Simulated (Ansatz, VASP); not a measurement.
**Two plane-wave programs on C**

File INCAR:

```
SYSTEM = C
  PREC = Accurate
  ENCUT = 600
  EDIFF = 1E-6
  ISMEAR = -1
  SIGMA = 0.05
  LREAL = .FALSE.
  LASPH = .TRUE.
  NELM = 120
  ALGO = Normal
  ISIF = 2
  LWAVE = .FALSE.
  LCHARG = .FALSE.
  GGA = LIBXC
  LIBXC1 = GGA_X_B88
  LIBXC2 = GGA_C_PBE
  NBANDS = 11
  GGA_COMPAT = .FALSE.
```

KPOINTS

```
regular mesh
0
G
  13 13 13
  0 0 0
```

Contents of POSCAR:

```
C
1.0
    0.0000000000      1.8068380860      1.8068380860
    1.8068380860      0.0000000000      1.8068380860
    1.8068380860      1.8068380860      0.0000000000
C
2
Direct
    0.7500000000      0.7500000000      0.7500000000
    0.5000000000      0.5000000000      0.5000000000
```

File input.yaml:

```yaml
crystal:
  lattice:
    - [0.0, 1.806838086, 1.806838086]
    - [1.806838086, 0.0, 1.806838086]
    - [1.806838086, 1.806838086, 0.0]
  atoms:
    - { symbol: C, position: [0.75, 0.75, 0.75] }
    - { symbol: C, position: [0.5, 0.5, 0.5] }
hamiltonian:
  xc: { exchange: b88, correlation: pbe }
  pseudopotentials: { kind: paw }
kpoints:
  mp_grid: { grid: [13, 13, 13] }
scf:
  occupations: { method: fermi_dirac, width: 0.05 }
output:
  forces: true
  stress: true
  eigenvalues: true
```

Alike in both runs: task single point; functional b88 exchange, pbe correlation; k mesh 13 × 13 × 13; occupations fermi-dirac, width 0.05 eV; no spin polarisation.

|  | VASP | Ansatz |
| --- | --- | --- |
| version | VASP 6.6.1 | Ansatz 0.2.0 |
| potentials or method | VASP PAW PBE potentials, release 64 (C) | Ansatz PAW |
| plane-wave cutoff (eV) | 600 | 420 |
| valence electrons in the cell | 8 | 8 |

VASP gave:

```
gap on the k mesh at the Fermi level (eV) : 4.06
least direct gap on the mesh (eV)         : 5.50
pressure (GPa)                            : -13.9
```

**Question.** What did Ansatz give for the same quantities?

**Answer.** gap on the k mesh at the Fermi level (eV): 4.07; least direct gap on the mesh (eV): 5.50; pressure (GPa): -13.9.

VASP's potentials were made for PBE, not for b88 exchange, pbe correlation. The functional is the same, so the differences come from potentials, cutoffs and numerics.

Noted on Ansatz's run: Pulay correction over one GPa; odd divisions of the mesh miss points on the zone boundary, where band edges often lie, so the gap on the mesh can be too wide.
